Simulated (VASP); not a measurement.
# MgS (F-43m) in VASP: a series of runs

MgS is run at these levels: PBEsol+D3(BJ); tasks: single point.

All numbers are computed with VASP 6.6.1; they aren't measurements. Logs are shortened: lines on timing, memory, paths and dates and some standing lists are left out, and cuts for length are marked.

### Step 1. The cell of the first run

The structure is cubic, space group F-43m (No. 216). The conventional cell has a = 5.666 Å, b = 5.666 Å, c = 5.666 Å, α = 90.00°, β = 90.00°, γ = 90.00°. Mg (site symmetry -43m) has 4 S at 2.45 Å within 3.2 Å. S (site symmetry -43m) has 4 Mg at 2.45 Å within 3.2 Å.

### Step 2. Single point, PBEsol+D3(BJ)

INCAR

```
ALGO     = Normal         # electronic algorithm
EDIFF    = 1E-7           # SCF threshold, eV
ENCUT    = 520            # plane-wave cutoff, eV
GGA      = PS             # functional
ISIF     = 2              # what is computed and relaxed
ISMEAR   = 0              # smearing method
IVDW     = 12             # dispersion correction
LASPH    = T              # aspherical terms in the spheres
LCHARG   = F              # write CHGCAR
LREAL    = F              # projectors in reciprocal space
LWAVE    = F              # write WAVECAR
NBANDS   = 11             # bands
NELM     = 80             # most SCF steps
PREC     = Accurate       # precision mode
SIGMA    = 0.01           # smearing width, eV
```

KPOINTS

```
k-points
0
Gamma
  6 6 6
```

POSCAR

```
MgS
1.0
    0.0000000000      2.8331200500      2.8331200500
    2.8331200500      0.0000000000      2.8331200500
    2.8331200500      2.8331200500      0.0000000000
Mg S
1 1
Direct
    0.0000000000      0.0000000000      0.0000000000
    0.7500000000      0.7500000000      0.7500000000
```

Potentials or basis: VASP PAW PBE potentials, release 64 (Mg, S).

The run is started by

```
> cat potpaw_PBE.64/Mg/POTCAR potpaw_PBE.64/S/POTCAR > POTCAR
> mpirun -np 1 vasp_std > vasp.out
```

OUTCAR:

```text
EDIFF = 1E-7
   ENCUT = 520
   GGA = PS
   ISIF = 2
   ISMEAR = 0
   IVDW = 12
   LASPH = T
   LREAL = F
   NELM = 80
   PREC = Accurate
 IVDW          = 12

 ion  position               nearest neighbor table
   1  0.000  0.000  0.000-   2 2.45   2 2.45   2 2.45   2 2.45
   2  0.750  0.750  0.750-   1 2.45   1 2.45   1 2.45   1 2.45

  LATTYP: Found a face centered cubic cell.
 ALAT       =     5.6662401000

  Lattice vectors:

 A1 = (   0.0000000000,   2.8331200500,   2.8331200500)
 A2 = (   2.8331200500,   0.0000000000,   2.8331200500)
 A3 = (   2.8331200500,   2.8331200500,   0.0000000000)

Analysis of symmetry for initial positions (statically):
=====================================================================
 Subroutine PRICEL returns:
 Original cell was already a primitive cell.

 Routine SETGRP: Setting up the symmetry group for a
 face centered cubic supercell.

 Subroutine GETGRP returns: Found 24 space group operations
 (whereof 24 operations were pure point group operations)
 out of a pool of 48 trial point group operations.

The static configuration has the point symmetry T_d .

Analysis of symmetry for dynamics (positions and initial velocities):
=====================================================================
 Subroutine PRICEL returns:
 Original cell was already a primitive cell.

 Routine SETGRP: Setting up the symmetry group for a
 face centered cubic supercell.

 Subroutine GETGRP returns: Found 24 space group operations
 (whereof 24 operations were pure point group operations)
 out of a pool of 48 trial point group operations.

The dynamic configuration has the point symmetry T_d .

 Subroutine INISYM returns: Found 24 space group operations
 (whereof 24 operations are pure point group operations),
 and found     1 'primitive' translations

----------------------------------------------------------------------------------------

                                     Primitive cell

  volume of cell :      45.4805

  direct lattice vectors                    reciprocal lattice vectors
     0.000000000  2.833120050  2.833120050    -0.176483873  0.176483873  0.176483873
     2.833120050  0.000000000  2.833120050     0.176483873 -0.176483873  0.176483873
     2.833120050  2.833120050  0.000000000     0.176483873  0.176483873 -0.176483873

  length of vectors
     4.006636799  4.006636799  4.006636799     0.305679035  0.305679035  0.305679035

  position of ions in fractional coordinates (direct lattice)
     0.000000000  0.000000000  0.000000000
     0.750000000  0.750000000  0.750000000

  ion indices of the primitive-cell ions
   primitive index   ion index
                 1           1
                 2           2

----------------------------------------------------------------------------------------

 KPOINTS: k-points

Automatic generation of k-mesh.
 Grid dimensions read from file:
 generate k-points for:    6    6    6

 Generating k-lattice:

  Cartesian coordinates                     Fractional coordinates (reciprocal lattice)
    -0.029413979  0.029413979  0.029413979     0.166666667  0.000000000  0.000000000
     0.029413979 -0.029413979  0.029413979     0.000000000  0.166666667  0.000000000
     0.029413979  0.029413979 -0.029413979     0.000000000  0.000000000  0.166666667

  Length of vectors
     0.050946506  0.050946506  0.050946506

  Shift w.r.t. Gamma in fractional coordinates (k-lattice)
     0.000000000  0.000000000  0.000000000

 Subroutine IBZKPT returns following result:
 ===========================================

 Found     16 irreducible k-points:

 Following reciprocal coordinates:
            Coordinates               Weight
  0.000000  0.000000  0.000000      1.000000
  0.166667  0.000000  0.000000      8.000000
  0.333333  0.000000  0.000000      8.000000
  0.500000  0.000000  0.000000      4.000000
  0.166667  0.166667  0.000000      6.000000
  0.333333  0.166667  0.000000     24.000000
[... 8 lines left out ...]
 -0.333333  0.333333  0.166667     24.000000
 -0.333333  0.500000  0.166667     12.000000
   k-points           NKPTS =     16   k-points in BZ     NKDIM =     16   number of bands    NBANDS=     11
   number of dos      NEDOS =    301   number of ions     NIONS =      2
   total plane-waves  NPLWV =  27000
   dimension x,y,z NGX =    30 NGY =   30 NGZ =   30
   dimension x,y,z NGXF=    60 NGYF=   60 NGZF=   60
   ions per type =               1   1
   NGX,Y,Z   is equivalent  to a cutoff of  12.45, 12.45, 12.45 a.u.
   NGXF,Y,Z  is equivalent  to a cutoff of  24.90, 24.90, 24.90 a.u.
 SYSTEM =  unknown system
   PREC   = accura    normal or accurate (medium, high low for compatibility)
   ISTART =      0    job   : 0-new  1-cont  2-samecut
   ICHARG =      2    charge: 1-file 2-atom 10-const
   ISPIN  =      1    spin polarized calculation?
   LNONCOLLINEAR =      F non collinear calculations
   LSORBIT =      F    spin-orbit coupling
   LASPH  =      T    aspherical Exc in radial PAW
   ENCUT  =  520.0 eV  38.22 Ry    6.18 a.u.   7.45  7.45  7.45*2*pi/ulx,y,z
   NELM   =     80;   NELMIN=  2; NELMDL= -5     # of ELM steps
   EDIFF  = 0.1E-06   stopping-criterion for ELM
   LREAL  =      F    real-space projection
   EDIFFG = 0.1E-05   stopping-criterion for IOM
   NSW    =      0    number of steps for IOM
   IBRION =     -1    ionic relax: 0-MD 1-quasi-New 2-CG
   NFREE  =      0    steps in history (QN), initial steepest desc. (CG)
   ISIF   =      2    stress and relaxation
   ISYM   =      2    0-nonsym 1-usesym 2-fastsym
   POTIM  = 0.5000    time-step for ionic-motion
   TEBEG  =    0.0;   TEEND  =   0.0 temperature during run
   PSTRESS=    0.0 pullay stress
   NELECT =       8.0000    total number of electrons
   NUPDOWN=      -1.0000    fix difference up-down
   EMIN   =  10.00;   EMAX   =-10.00  energy-range for DOS
   EFERMI =   0.00;   METHOD = LEGACY
   ISMEAR =     0;   SIGMA  =   0.01  broadening in eV -4-tet -1-fermi 0-gaus
   EFERMI_NEDOS =   21; number of points for ismear=-14 and -15
   IALGO  =     38    algorithm
   IMIX   =      4    mixing-type and parameters
     AMIX     =   0.40;   BMIX     =  1.00
     AMIX_MAG =   1.60;   BMIX_MAG =  1.00
  volume/ion in A,a.u.               =      22.74       153.46
  Fermi-wavevector in a.u.,A,eV,Ry     =   0.917269  1.733386 11.447692  0.841382
  Thomas-Fermi vector in A             =   2.042218
   LORBIT       =      0    0 simple, 1 ext, 2 COOP (PROOUT), +10 PAW based schemes
   GGA     = PS    functional components
   LHFCALC =     F    Hartree Fock is set to
   AEXX    =    0.0000 exact exchange contribution
   IVDW    =    12    specifies the selected vdW correction
   LEPSILON=     F    determine dielectric tensor
   LRPA    =     F    only Hartree local field effects (RPA)
 non-spin polarized calculation
 Gauss-broadening in eV      SIGMA  =   0.01
  energy-cutoff  :      520.00
  volume of cell :       45.48
 maximum number of plane-waves:      1243
 NGX is ok and might be reduce to    30
   NGX = 15   NGY = 15   NGZ = 15

 number of electron       8.0000001 magnetization

 Free energy of the ion-electron system (eV)
  ---------------------------------------------------
  ext. energy  EPLUGINS =         0.00000000
  ---------------------------------------------------
  free energy    TOTEN  =        -8.91640782 eV

  energy without entropy =       -8.91640782  energy(sigma->0) =       -8.91640782

 E-fermi :   1.0288     XC(G=0):  -8.5676

 val. band max:        0.9873255644   @ k =   0.0000   0.0000   0.0000
 cond. band min:       4.2720063159   @ k =   0.0000   0.0000   0.0000
 fundamental gap:      3.2846807516
 Fermi energy:         1.0288193522

 k-point     1 :       0.0000    0.0000    0.0000
  band No.  band energies     occupation
      1     -10.2741      2.00000
      2       0.9873      2.00000
      3       0.9873      2.00000
      4       0.9873      2.00000
      5       4.2720      0.00000
      6       8.8538      0.00000
      7       8.8538      0.00000
      8       8.8538      0.00000
      9      11.7658      0.00000
     10      11.7658      0.00000
     11      14.5155      0.00000

 k-point     2 :       0.1667    0.0000    0.0000
  band No.  band energies     occupation
      1     -10.1212      2.00000
      2      -0.1070      2.00000
      3       0.8967      2.00000
      4       0.8967      2.00000
      5       5.2918      0.00000
      6       8.5894      0.00000
      7       9.1056      0.00000
      8       9.1056      0.00000
      9      11.1487      0.00000
     10      11.1487      0.00000
     11      13.5494      0.00000

 k-point     3 :       0.3333    0.0000    0.0000
  band No.  band energies     occupation
      1      -9.7790      2.00000
      2      -1.5746      2.00000
      3       0.7325      2.00000
      4       0.7325      2.00000
      5       5.9929      0.00000
      6       8.8174      0.00000
      7       8.8174      0.00000
      8       9.0093      0.00000
      9      12.1090      0.00000
     10      12.1090      0.00000
     11      12.9109      0.00000

 k-point     4 :       0.5000    0.0000    0.0000
  band No.  band energies     occupation
      1      -9.5841      2.00000
      2      -2.1885      2.00000
      3       0.6574      2.00000
      4       0.6574      2.00000
      5       5.9743      0.00000
      6       8.5250      0.00000
      7       8.5250      0.00000
      8       9.3997      0.00000
      9      13.6772      0.00000
     10      14.1362      0.00000
     11      14.1362      0.00000
[... 127 lines left out ...]
 k-point    14 :       0.5000    0.3333    0.1667
  band No.  band energies     occupation
      1      -9.5456      2.00000
      2      -1.4895      2.00000
      3      -0.3449      2.00000
      4       0.2833      2.00000
      5       6.5238      0.00000
      6       7.9746      0.00000
      7       8.3700      0.00000
      8      10.6911      0.00000
      9      11.5734      0.00000
     10      14.4211      0.00000
     11      15.2612      0.00000

 k-point    15 :      -0.3333    0.3333    0.1667
  band No.  band energies     occupation
      1      -9.4136      2.00000
      2      -1.5905      2.00000
      3      -0.7032      2.00000
      4       0.0772      2.00000
      5       6.6070      0.00000
      6       7.9086      0.00000
      7       9.3110      0.00000
      8      10.1784      0.00000
      9      12.1017      0.00000
     10      13.9077      0.00000
     11      15.2013      0.00000

 k-point    16 :      -0.3333    0.5000    0.1667
  band No.  band energies     occupation
      1      -9.3550      2.00000
      2      -1.5470      2.00000
      3      -0.5940      2.00000
      4      -0.2967      2.00000
      5       5.8115      0.00000
      6       7.7375      0.00000
      7      10.2523      0.00000
      8      10.2852      0.00000
      9      13.3737      0.00000
     10      14.7095      0.00000
     11      14.8325      0.00000

------------------------ aborting loop because EDIFF is reached ----------------------------------------

 Edisp (eV)   -0.46983

 E8    (eV) :    -0.2936

  FORCE on cell =-STRESS in cart. coord.  units (eV):
  Direction    XX          YY          ZZ          XY          YZ          ZX
  --------------------------------------------------------------------------------------
  -------------------------------------------------------------------------------------
  Total      -0.61453    -0.61453    -0.61453    -0.00000    -0.00000     0.00000
  in kB     -21.64871   -21.64871   -21.64871    -0.00000    -0.00000     0.00000
  external pressure =      -21.65 kB  Pullay stress =        0.00 kB

 VOLUME and BASIS-vectors are now :
 -----------------------------------------------------------------------------
  energy-cutoff  :      520.00
  volume of cell :       45.48
      direct lattice vectors                 reciprocal lattice vectors
     0.000000000  2.833120050  2.833120050    -0.176483873  0.176483873  0.176483873
     2.833120050  0.000000000  2.833120050     0.176483873 -0.176483873  0.176483873
     2.833120050  2.833120050  0.000000000     0.176483873  0.176483873 -0.176483873

 POSITION                                       TOTAL-FORCE (eV/Angst)
 -----------------------------------------------------------------------------------
      0.00000      0.00000      0.00000        -0.000000     -0.000000     -0.000000
      4.24968      4.24968      4.24968         0.000000      0.000000      0.000000
 -----------------------------------------------------------------------------------
    total drift:                               -0.000000     -0.000000     -0.000000

  FREE ENERGIE OF THE ION-ELECTRON SYSTEM (eV)
  ---------------------------------------------------
  free  energy   TOTEN  =        -9.3862407294 eV

  energy  without entropy=       -9.3862407294  energy(sigma->0) =       -9.38624073
```

It took 5.1 s on 1 thread of AMD EPYC 9R45 (Zen 5), shared host; peak memory 0.14 GiB.

Results:

* Free energy: -9.3862 eV
* Pressure: -2.2 GPa
* Band gap on the k mesh: 3.28 eV, direct
* Dispersion energy per atom: -0.235 eV

Levels at points of the mesh, in eV from the valence-band top:
```tsv
k point	band 1	band 2	band 3	band 4	band 5	band 6	band 7	band 8	band 9
(0.00, 0.00, 0.00)	-11.26	0.00	0.00	0.00	3.28	7.87	7.87	7.87	10.78
(0.50, 0.00, 0.00)	-10.57	-3.18	-0.33	-0.33	4.99	7.54	7.54	8.41	12.69
(0.50, 0.50, 0.00)	-10.35	-2.85	-1.05	-1.05	3.71	5.54	11.01	12.14	12.14
```

Caveat: three body term missing; the PAW data sets were made with another functional, which shifts forces and pressure a little.

### Step 3. Single point, PBEsol+D3(BJ)

INCAR

```
ALGO = Normal
EDIFF = 1E-6
ENCUT = 520
GGA = PS
ISIF = 2
ISMEAR = 0
IVDW = 12
LASPH = True
LCHARG = False
LREAL = False
LWAVE = False
NBANDS = 11
NELM = 100
PREC = Accurate
SIGMA = 0.01
```

KPOINTS

```
k-points
0
Gamma
  8 8 8
```

POSCAR is that of step 2.

Potentials or basis: VASP PAW PBE potentials, release 64 (Mg, S).

The run is started by

```
> cat potpaw_PBE.64/Mg/POTCAR potpaw_PBE.64/S/POTCAR > POTCAR
> mpirun -np 1 vasp_std > vasp.out
```

It took 7.3 s on 1 thread of AMD EPYC 9R45 (Zen 5), shared host; peak memory 0.15 GiB.

It converged, with:

| Quantity | Value |
| --- | --- |
| Free energy | -9.3868 eV |
| Pressure | -2.2 GPa |
| Band gap on the k mesh | 3.28 eV, direct |
| Dispersion energy per atom | -0.235 eV |

Levels at points of the mesh, in eV from the valence-band top:
```
           k point  band 2  band 3  band 4  band 5  band 6  band 7
(0.00, 0.00, 0.00)    0.00    0.00    0.00    3.28    7.87    7.87
(0.50, 0.00, 0.00)   -3.18   -0.33   -0.33    4.99    7.54    7.54
(0.50, 0.50, 0.00)   -2.85   -1.05   -1.05    3.71    5.54   11.01
```

Caveat: three body term missing; the PAW data sets were made with another functional, which shifts forces and pressure a little.

(Continued in part 2 of 2.)
